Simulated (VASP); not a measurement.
Wanted: the native input for a VASP 6.6.1 run.

```yaml
Task: electric field gradients
Functional: PBEsol
Potentials_or_basis: VASP PAW PBE potentials, release 64 (Ti_sv, C)
Cutoff: 520 eV
k_mesh: 16 × 16 × 16
Occupations: fermi-dirac, width 0.03 eV
Spin: no spin polarisation
Dipole_correction: no
Further_INCAR_settings: ALGO = Normal; EDIFF = 1e-08; NBANDS = 15
```

The structure of TiC lies in POSCAR:

```
TiC
1.0
    0.0000000000      2.1567624877      2.1567624877
    2.1567624877      0.0000000000      2.1567624877
    2.1567624877      2.1567624877      0.0000000000
Ti C
1 1
Direct
    0.0000000000      0.0000000000      0.0000000000
    0.5000000000      0.5000000000      0.5000000000
```

The input as run:

INCAR

```
SYSTEM = TiC
ALGO = Normal ; EDIFF = 1E-8
ENCUT = 520 ; GGA = PS
ISIF = 2 ; ISMEAR = -1
LASPH = .TRUE. ; LCHARG = .FALSE.
LEFG = .TRUE. ; LREAL = .FALSE.
LWAVE = .FALSE. ; NBANDS = 15
NELM = 100 ; PREC = Accurate
SIGMA = 0.03
```

KPOINTS

```
k-points
0
G
  16 16 16
  0 0 0
```

Potentials or basis: VASP PAW PBE potentials, release 64 (Ti_sv, C).

Run with:

```bash
$ cat potpaw_PBE.64/Ti_sv/POTCAR potpaw_PBE.64/C/POTCAR > POTCAR
$ mpirun -np 1 vasp_std > vasp.out
```

It gave:

```yaml
Pressure: -3.4 GPa
Band_gap_on_the_k_mesh: zero (bands 8 and 9 overlap by 1.08 eV)
Largest_electric_field_gradient_by_atom: under 0.05 V/Å² on every atom
```

Caveat: the cell stands under tension; the PAW data sets were made with another functional, which shifts forces and pressure a little.

Run time: 48 s on 1 thread of Intel Xeon 8259CL, on a shared host, peak memory 0.17 GiB.
